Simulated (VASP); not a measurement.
# CdS (F-43m) in VASP: further runs

Runs on CdS. Level: PBEsol. Tasks: electric field gradients.

Everything below comes from runs of VASP 6.6.1. Logs are shortened: lines on timing, memory, paths and dates and some standing lists are left out, and cuts for length are marked.

### Step 1. The cell of the first run

It takes space group F-43m (No. 216, cubic). Conventional cell: a = 4.822 Å, b = 4.822 Å, c = 4.822 Å, α = 90.00°, β = 90.00°, γ = 90.00°. Cd (site symmetry -43m) has 4 S at 2.09 Å within 2.8 Å. Within 2.8 Å of S (site symmetry -43m) lie 4 Cd at 2.09 Å.

### Step 2. Electric field gradients, PBEsol (volume scaled by 0.55)

File INCAR:

```
SYSTEM = CdS
PREC = Accurate ; ENCUT = 520
EDIFF = 1E-8 ; ISMEAR = -1
SIGMA = 0.03 ; LREAL = .FALSE.
LASPH = .TRUE. ; NELM = 100
ALGO = Normal ; ISIF = 2
LWAVE = .FALSE. ; LCHARG = .FALSE.
GGA = PS ; LEFG = .TRUE.
NBANDS = 16
```

File KPOINTS:

```
Automatic mesh
0
G
  8 8 8
  0 0 0
```

File POSCAR:

```
CdS
1.0
    0.0000000000      2.4112243722      2.4112243722
    2.4112243722      0.0000000000      2.4112243722
    2.4112243722      2.4112243722      0.0000000000
Cd S
1 1
Direct
    0.0000000000      0.0000000000      0.0000000000
    0.7500000000      0.7500000000      0.7500000000
```

Potentials or basis: VASP PAW PBE potentials, release 64 (Cd, S).

The run is started by

```
> cat potpaw_PBE.64/Cd/POTCAR potpaw_PBE.64/S/POTCAR > POTCAR
> mpirun -np 1 vasp_std > vasp.out
```

OUTCAR:

```text
SYSTEM = CdS
   PREC = Accurate
   ENCUT = 520
   EDIFF = 1E-8
   ISMEAR = -1
   LREAL = .FALSE.
   LASPH = .TRUE.
   NELM = 100
   ISIF = 2
   GGA = PS

 ion  position               nearest neighbor table
   1  0.000  0.000  0.000-   2 2.09   2 2.09   2 2.09   2 2.09
   2  0.750  0.750  0.750-   1 2.09   1 2.09   1 2.09   1 2.09

  LATTYP: Found a face centered cubic cell.
 ALAT       =     4.8224487444

  Lattice vectors:

 A1 = (   0.0000000000,   2.4112243722,   2.4112243722)
 A2 = (   2.4112243722,   0.0000000000,   2.4112243722)
 A3 = (   2.4112243722,   2.4112243722,   0.0000000000)

Analysis of symmetry for initial positions (statically):
=====================================================================
 Subroutine PRICEL returns:
 Original cell was already a primitive cell.

 Routine SETGRP: Setting up the symmetry group for a
 face centered cubic supercell.

 Subroutine GETGRP returns: Found 24 space group operations
 (whereof 24 operations were pure point group operations)
 out of a pool of 48 trial point group operations.

The static configuration has the point symmetry T_d .

Analysis of symmetry for dynamics (positions and initial velocities):
=====================================================================
 Subroutine PRICEL returns:
 Original cell was already a primitive cell.

 Routine SETGRP: Setting up the symmetry group for a
 face centered cubic supercell.

 Subroutine GETGRP returns: Found 24 space group operations
 (whereof 24 operations were pure point group operations)
 out of a pool of 48 trial point group operations.

The dynamic configuration has the point symmetry T_d .

 Subroutine INISYM returns: Found 24 space group operations
 (whereof 24 operations are pure point group operations),
 and found     1 'primitive' translations

----------------------------------------------------------------------------------------

                                     Primitive cell

  volume of cell :      28.0377

  direct lattice vectors                    reciprocal lattice vectors
     0.000000000  2.411224372  2.411224372    -0.207363531  0.207363531  0.207363531
     2.411224372  0.000000000  2.411224372     0.207363531 -0.207363531  0.207363531
     2.411224372  2.411224372  0.000000000     0.207363531  0.207363531 -0.207363531

  length of vectors
     3.409986209  3.409986209  3.409986209     0.359164171  0.359164171  0.359164171

  position of ions in fractional coordinates (direct lattice)
     0.000000000  0.000000000  0.000000000
     0.750000000  0.750000000  0.750000000

  ion indices of the primitive-cell ions
   primitive index   ion index
                 1           1
                 2           2

----------------------------------------------------------------------------------------

 KPOINTS: Automatic mesh

Automatic generation of k-mesh.
 Grid dimensions read from file:
 generate k-points for:    8    8    8

 Generating k-lattice:

  Cartesian coordinates                     Fractional coordinates (reciprocal lattice)
    -0.025920441  0.025920441  0.025920441     0.125000000  0.000000000  0.000000000
     0.025920441 -0.025920441  0.025920441     0.000000000  0.125000000  0.000000000
     0.025920441  0.025920441 -0.025920441     0.000000000  0.000000000  0.125000000

  Length of vectors
     0.044895521  0.044895521  0.044895521

  Shift w.r.t. Gamma in fractional coordinates (k-lattice)
     0.000000000  0.000000000  0.000000000

 Subroutine IBZKPT returns following result:
 ===========================================

 Found     29 irreducible k-points:

 Following reciprocal coordinates:
            Coordinates               Weight
  0.000000  0.000000  0.000000      1.000000
  0.125000  0.000000  0.000000      8.000000
  0.250000  0.000000  0.000000      8.000000
  0.375000  0.000000  0.000000      8.000000
  0.500000  0.000000  0.000000      4.000000
  0.125000  0.125000  0.000000      6.000000
[... 16 lines left out ...]
  0.500000  0.250000  0.125000     48.000000
 -0.375000  0.250000  0.125000     24.000000
 [... further k-points ...]
   k-points           NKPTS =     29   k-points in BZ     NKDIM =     29   number of bands    NBANDS=     16
   number of dos      NEDOS =    301   number of ions     NIONS =      2
   total plane-waves  NPLWV =  21952
   dimension x,y,z NGX =    28 NGY =   28 NGZ =   28
   dimension x,y,z NGXF=    56 NGYF=   56 NGZF=   56
   ions per type =               1   1
   NGX,Y,Z   is equivalent  to a cutoff of  13.65, 13.65, 13.65 a.u.
   NGXF,Y,Z  is equivalent  to a cutoff of  27.30, 27.30, 27.30 a.u.
 SYSTEM =  CdS
   PREC   = accura    normal or accurate (medium, high low for compatibility)
   ISTART =      0    job   : 0-new  1-cont  2-samecut
   ICHARG =      2    charge: 1-file 2-atom 10-const
   ISPIN  =      1    spin polarized calculation?
   LNONCOLLINEAR =      F non collinear calculations
   LSORBIT =      F    spin-orbit coupling
   LASPH  =      T    aspherical Exc in radial PAW
   ENCUT  =  520.0 eV  38.22 Ry    6.18 a.u.   6.34  6.34  6.34*2*pi/ulx,y,z
   NELM   =    100;   NELMIN=  2; NELMDL= -5     # of ELM steps
   EDIFF  = 0.1E-07   stopping-criterion for ELM
   LREAL  =      F    real-space projection
   EDIFFG = 0.1E-06   stopping-criterion for IOM
   NSW    =      0    number of steps for IOM
   IBRION =     -1    ionic relax: 0-MD 1-quasi-New 2-CG
   NFREE  =      0    steps in history (QN), initial steepest desc. (CG)
   ISIF   =      2    stress and relaxation
   ISYM   =      2    0-nonsym 1-usesym 2-fastsym
   POTIM  = 0.5000    time-step for ionic-motion
   TEBEG  =    0.0;   TEEND  =   0.0 temperature during run
   PSTRESS=    0.0 pullay stress
   NELECT =      18.0000    total number of electrons
   NUPDOWN=      -1.0000    fix difference up-down
   EMIN   =  10.00;   EMAX   =-10.00  energy-range for DOS
   EFERMI =   0.00;   METHOD = LEGACY
   ISMEAR =    -1;   SIGMA  =   0.03  broadening in eV -4-tet -1-fermi 0-gaus
   EFERMI_NEDOS =   21; number of points for ismear=-14 and -15
   IALGO  =     38    algorithm
   IMIX   =      4    mixing-type and parameters
     AMIX     =   0.40;   BMIX     =  1.00
     AMIX_MAG =   1.60;   BMIX_MAG =  1.00
  volume/ion in A,a.u.               =      14.02        94.60
  Fermi-wavevector in a.u.,A,eV,Ry     =   1.412271  2.668805 27.136948  1.994509
  Thomas-Fermi vector in A             =   2.534037
   LORBIT       =      0    0 simple, 1 ext, 2 COOP (PROOUT), +10 PAW based schemes
   GGA     = PS    functional components
   LHFCALC =     F    Hartree Fock is set to
   AEXX    =    0.0000 exact exchange contribution
   IVDW    =     0    specifies the selected vdW correction
   LEPSILON=     F    determine dielectric tensor
   LRPA    =     F    only Hartree local field effects (RPA)
 non-spin polarized calculation
  energy-cutoff  :      520.00
  volume of cell :       28.04
 maximum number of plane-waves:       775
 NGX is ok and might be reduce to    28
   NGX = 13   NGY = 13   NGZ = 13

 number of electron      17.9999999 magnetization

 Free energy of the ion-electron system (eV)
  ---------------------------------------------------
  ext. energy  EPLUGINS =         0.00000000
  ---------------------------------------------------
  free energy    TOTEN  =        -1.60097791 eV

  energy without entropy =       -1.60097791  energy(sigma->0) =       -1.60097791

 E-fermi :   9.0797     XC(G=0): -12.3240

 val. band max:        8.4950212781   @ k =   0.0000   0.0000   0.0000
 cond. band min:      10.2529980936   @ k =   0.0000   0.0000   0.0000
 fundamental gap:      1.7579768155
 Fermi energy:         9.0797173059

 k-point     1 :       0.0000    0.0000    0.0000
  band No.  band energies     occupation
      1      -9.5132      2.00000
      2      -3.8432      2.00000
      3      -3.8432      2.00000
      4      -3.8432      2.00000
      5      -2.1854      2.00000
      6      -2.1854      2.00000
[... 8 lines left out ...]
     15      20.3693      0.00000
     16      21.7794      0.00000

 k-point     2 :       0.1250    0.0000    0.0000
  band No.  band energies     occupation
      1      -9.3374      2.00000
      2      -3.8061      2.00000
      3      -3.7706      2.00000
      4      -3.7706      2.00000
      5      -2.1960      2.00000
      6      -2.1960      2.00000
[... 8 lines left out ...]
     15      19.3856      0.00000
     16      21.2750      0.00000
[... 387 lines left out ...]
      5      -2.0954      2.00000
      6      -1.6734      2.00000
[... 8 lines left out ...]
     15      21.7870      0.00000
     16      24.3964      0.00000

 k-point    24 :      -0.3750    0.2500    0.1250
  band No.  band energies     occupation
      1      -8.1468      2.00000
      2      -3.4407      2.00000
      3      -3.2106      2.00000
      4      -2.4708      2.00000
      5      -2.0941      2.00000
      6      -0.5977      2.00000
[... 8 lines left out ...]
     15      21.3078      0.00000
     16      23.6405      0.00000

 [... further k-points ...]
[... 5 lines left out ...]
  --------------------------------------------------------------------------------------
  -------------------------------------------------------------------------------------
  Total       22.9411475     22.9411475     22.9411475     -0.0000000     -0.0000000      0.0000000
  in kB     1310.9401040   1310.9401040   1310.9401040     -0.0000000     -0.0000000      0.0000000
  external PRESSURE =    1310.9401040 kB  Pullay stress =       0.0000000 kB

 VOLUME and BASIS-vectors are now :
 -----------------------------------------------------------------------------
  energy-cutoff  :      520.00
  volume of cell :       28.04
      direct lattice vectors                 reciprocal lattice vectors
     0.000000000  2.411224372  2.411224372    -0.207363531  0.207363531  0.207363531
     2.411224372  0.000000000  2.411224372     0.207363531 -0.207363531  0.207363531
     2.411224372  2.411224372  0.000000000     0.207363531  0.207363531 -0.207363531

 POSITION                                       TOTAL-FORCE (eV/Angst)
 -----------------------------------------------------------------------------------
      0.00000      0.00000      0.00000         0.000000      0.000000     -0.000000
      3.61684      3.61684      3.61684        -0.000000     -0.000000      0.000000
 -----------------------------------------------------------------------------------
    total drift:                                0.000000      0.000000      0.000000

  FREE ENERGIE OF THE ION-ELECTRON SYSTEM (eV)
  ---------------------------------------------------
  free  energy   TOTEN  =        -1.6009779101 eV

  energy  without entropy=       -1.6009779101  energy(sigma->0) =       -1.60097791

 Electric field gradients (V/A^2)
---------------------------------------------------------------------
 ion       V_xx      V_yy      V_zz      V_xy      V_xz      V_yz
---------------------------------------------------------------------
   1      -0.000     0.000     0.000    -0.001    -0.001    -0.001
   2       0.000    -0.000     0.000     0.000     0.000     0.000
---------------------------------------------------------------------

 Electric field gradients after diagonalization (V/A^2)
 (convention: |V_zz| > |V_xx| > |V_yy|)
----------------------------------------------------------------------
 ion       V_xx      V_yy      V_zz     asymmetry (V_yy - V_xx)/ V_zz
----------------------------------------------------------------------
   1       0.001     0.001    -0.003       0.000
   2      -0.000    -0.000     0.000       0.000
----------------------------------------------------------------------

           NMR quadrupolar parameters

 Cq : quadrupolar parameter    Cq=e*Q*V_zz/h
 eta: asymmetry parameters     (V_yy - V_xx)/ V_zz
 Q  : nuclear electric quadrupole moment in mb (millibarn)
----------------------------------------------------------------------
 ion       Cq(MHz)       eta       Q (mb)
----------------------------------------------------------------------
   1      -0.000       0.000       1.000
   2       0.000       0.000       1.000
----------------------------------------------------------------------
```

Run time: 37 s. Hardware: 1 thread of Intel Xeon 8259CL, shared host; peak memory 0.16 GiB.

Results:

```
Free energy            : -1.6010 eV
Pressure               : 131.1 GPa
Band gap on the k mesh : 1.76 eV, direct
```

Caveat: the cell differs from its parent crystal (volume scaled by 0.55); without QUAD_EFG the Cq values of the log hold for a quadrupole moment of 1 mb, not for the nuclei; the PAW data sets were made with another functional, which shifts forces and pressure a little.

### Step 3. Electric field gradients, PBEsol

This run uses another cell than the first one, of 25.49 Å³/atom, 1.818 times its volume.

File INCAR:

```
ALGO = Normal ; EDIFF = 1E-8
ENCUT = 520 ; GGA = PS
ISIF = 2 ; ISMEAR = -1
LASPH = T ; LCHARG = F
LEFG = T ; LREAL = F
LWAVE = F ; NBANDS = 16
NELM = 60 ; PREC = Accurate
SIGMA = 0.03
```

File KPOINTS:

```
k-points
0
Gamma
  8 8 8
```

File POSCAR:

```
CdS
1.0
    0.0000000000      2.9429534649      2.9429534649
    2.9429534649      0.0000000000      2.9429534649
    2.9429534649      2.9429534649      0.0000000000
Cd S
1 1
Direct
    0.0000000000      0.0000000000      0.0000000000
    0.7500000000      0.7500000000      0.7500000000
```

Potentials or basis: VASP PAW PBE potentials, release 64 (Cd, S).

The run is started by

```
> cat potpaw_PBE.64/Cd/POTCAR potpaw_PBE.64/S/POTCAR > POTCAR
> mpirun -np 1 vasp_std > vasp.out
```

OUTCAR:

```text
EDIFF = 1E-8
   ENCUT = 520
   GGA = PS
   ISIF = 2
   ISMEAR = -1
   LASPH = T
   LREAL = F
   NELM = 60
   PREC = Accurate

 ion  position               nearest neighbor table
   1  0.000  0.000  0.000-   2 2.55   2 2.55   2 2.55   2 2.55
   2  0.750  0.750  0.750-   1 2.55   1 2.55   1 2.55   1 2.55

  LATTYP: Found a face centered cubic cell.
 ALAT       =     5.8859069298

  Lattice vectors:

 A1 = (   0.0000000000,   2.9429534649,   2.9429534649)
 A2 = (   2.9429534649,   0.0000000000,   2.9429534649)
 A3 = (   2.9429534649,   2.9429534649,   0.0000000000)

[... 666 lines left out ...]
  free  energy   TOTEN  =        -6.8079047516 eV

  energy  without entropy=       -6.8079047506  energy(sigma->0) =       -6.80790475

 Electric field gradients (V/A^2)
---------------------------------------------------------------------
 ion       V_xx      V_yy      V_zz      V_xy      V_xz      V_yz
---------------------------------------------------------------------
   1      -0.000    -0.000     0.000     0.002     0.002     0.002
   2      -0.000    -0.000    -0.000    -0.000    -0.000    -0.000
---------------------------------------------------------------------

 Electric field gradients after diagonalization (V/A^2)
 (convention: |V_zz| > |V_xx| > |V_yy|)
----------------------------------------------------------------------
 ion       V_xx      V_yy      V_zz     asymmetry (V_yy - V_xx)/ V_zz
----------------------------------------------------------------------
   1      -0.002    -0.002     0.003       0.000
   2       0.000     0.000    -0.001       0.000
----------------------------------------------------------------------

           NMR quadrupolar parameters

 Cq : quadrupolar parameter    Cq=e*Q*V_zz/h
 eta: asymmetry parameters     (V_yy - V_xx)/ V_zz
 Q  : nuclear electric quadrupole moment in mb (millibarn)
----------------------------------------------------------------------
 ion       Cq(MHz)       eta       Q (mb)
----------------------------------------------------------------------
   1       0.000       0.000       1.000
   2      -0.000       0.000       1.000
----------------------------------------------------------------------
```

OSZICAR:

```text
N       E                     dE             d eps       ncg     rms          rms(c)
DAV:   1     0.111705531736E+03    0.11171E+03   -0.91126E+03   936   0.103E+03
DAV:   2    -0.285909570094E+01   -0.11456E+03   -0.10790E+03  1096   0.255E+02
DAV:   3    -0.728143227612E+01   -0.44223E+01   -0.44137E+01  1144   0.522E+01
DAV:   4    -0.730934067313E+01   -0.27908E-01   -0.27905E-01  1184   0.409E+00
DAV:   5    -0.730971189490E+01   -0.37122E-03   -0.37122E-03  1144   0.442E-01    0.732E+00
DAV:   6    -0.682969731834E+01    0.48001E+00   -0.80272E-01  1408   0.119E+01    0.598E+00
DAV:   7    -0.681055598581E+01    0.19141E-01   -0.15679E-01  1136   0.280E+00    0.289E+00
DAV:   8    -0.680804303423E+01    0.25130E-02   -0.15795E-02  1120   0.155E+00    0.233E-01
DAV:   9    -0.680781698115E+01    0.22605E-03   -0.19154E-03  1144   0.642E-01    0.552E-02
DAV:  10    -0.680786259923E+01   -0.45618E-04   -0.19543E-04  1176   0.157E-01    0.607E-02
DAV:  11    -0.680790887654E+01   -0.46277E-04   -0.74282E-05  1128   0.764E-02    0.216E-02
DAV:  12    -0.680790432307E+01    0.45535E-05   -0.15144E-05  1248   0.468E-02    0.777E-03
DAV:  13    -0.680790489561E+01   -0.57254E-06   -0.21136E-06  1104   0.838E-03    0.379E-03
DAV:  14    -0.680790477983E+01    0.11579E-06   -0.12614E-07  1280   0.221E-03    0.253E-03
DAV:  15    -0.680790476561E+01    0.14218E-07   -0.17469E-08  1064   0.841E-04    0.643E-04
DAV:  16    -0.680790475381E+01    0.11795E-07   -0.20827E-09   672   0.273E-04    0.419E-05
DAV:  17    -0.680790475155E+01    0.22633E-08   -0.43880E-10   576   0.131E-04
   1 F= -.68079048E+01 E0= -.68079048E+01  d E =-.951032E-09
```

stdout:

```text
POSCAR found type information on POSCAR CdS
 POSCAR found :  2 types and       2 ions
 scaLAPACK will be used
 -----------------------------------------------------------------------------
|                                                                             |
|                                                                             |
|     You enforced a specific xc type in the INCAR file but a different       |
|     I HOPE YOU KNOW WHAT YOU ARE DOING!                                     |
|                                                                             |
 -----------------------------------------------------------------------------

 LDA part: xc-table for (Slater+PW92), standard interpolation
 POSCAR, INCAR and KPOINTS ok, starting setup
 FFT: planning ... GRIDC
 FFT: planning ... GRID_SOFT
 FFT: planning ... GRID
 WAVECAR not read
 entering main loop
ion   1

ion   2
```

Run time: 42 s. Hardware: 1 thread of Intel Xeon 8259CL, shared host; peak memory 0.18 GiB.

Results:

```
Free energy            : -6.8079 eV
Pressure               : -1.5 GPa
Band gap on the k mesh : 0.95 eV, direct
```

Caveat: without QUAD_EFG the Cq values of the log hold for a quadrupole moment of 1 mb, not for the nuclei; the PAW data sets were made with another functional, which shifts forces and pressure a little.
